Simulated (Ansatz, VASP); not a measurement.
**BeAl3 in VASP and in Ansatz**

```
Al Be
1.0
    -1.94219    1.94219    3.85189
     1.94219   -1.94219    3.85189
     1.94219    1.94219   -3.85189
Al Be
3 1
Direct
  0.50000 0.50000 0.00000
  0.25000 0.75000 0.50000
  0.75000 0.25000 0.50000
  0.00000 0.00000 0.00000
```

Alike in both runs: task relaxation of cell and atoms; functional PBE; k mesh 10 × 10 × 10; occupations fermi-dirac, width 0.05 eV; no spin polarisation.

|  | VASP | Ansatz |
| --- | --- | --- |
| version | VASP 6.6.1 | Ansatz 0.2.0 |
| potentials or method | VASP PAW PBE potentials, release 64 (Al, Be) | Ansatz PAW |
| plane-wave cutoff (eV) | 600 | 420 |
| valence electrons in the cell | 11 | 11 |

Ansatz gave:

```
gap on the k mesh at the Fermi level, each at its own relaxed structure (eV) : none
relaxed volume (Å³/atom)                                                     : 14.64
relaxed cell length with the largest relative difference (Å)                 : 4.753
```

Question: Estimate VASP's values.

Answer: gap on the k mesh at the Fermi level, each at its own relaxed structure (eV): none; relaxed volume (Å³/atom): 14.64; relaxed cell length with the largest relative difference (Å): 4.752.

A gap of «none» marks a metal or a gap that the smearing closes.

Noted on Ansatz's run: the plane-wave basis is chosen anew once the cell has moved, so the energies of steps on either side of that aren't comparable.
